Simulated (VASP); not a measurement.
## Sr2Ir: single point with LDA

Sr2Ir:

```xyz
3
Lattice="0.0000 3.6480 3.6480 3.6480 0.0000 3.6480 3.6480 3.6480 0.0000" Properties=species:S:1:pos:R:3 pbc="T T T"
Sr    5.4720    5.4720    5.4720
Sr    1.8240    1.8240    1.8240
Ir    0.0000    0.0000    0.0000
```

```yaml
Program: VASP 6.6.1
Task: single point
Functional: LDA
Potentials_or_basis: VASP PAW LDA potentials, release 64 (Sr_sv, Ir)
Cutoff: 520 eV
k_mesh: 7 × 7 × 7
Occupations: fermi-dirac, width 0.1 eV
Spin: no spin polarisation
Dipole_correction: no
Further_INCAR_settings: ALGO = Normal; EDIFF = 1e-06; NBANDS = 22
```

The pressure is -4.0 GPa.

Levels at points of the mesh, in eV from the Fermi level:
| k point | band 12 | band 13 | band 14 | band 15 | band 16 | band 17 |
| --- | --- | --- | --- | --- | --- | --- |
| (0.00, 0.00, 0.00) | -0.95 | -0.95 | -0.95 | 0.72 | 0.72 | 0.72 |

It took 55 s on 1 thread of AMD EPYC 7R13 Processor (Zen 3), on a shared host, peak memory 0.18 GiB.

Caveat: spin-orbit coupling is left out, which moves the levels of the heavy elements.
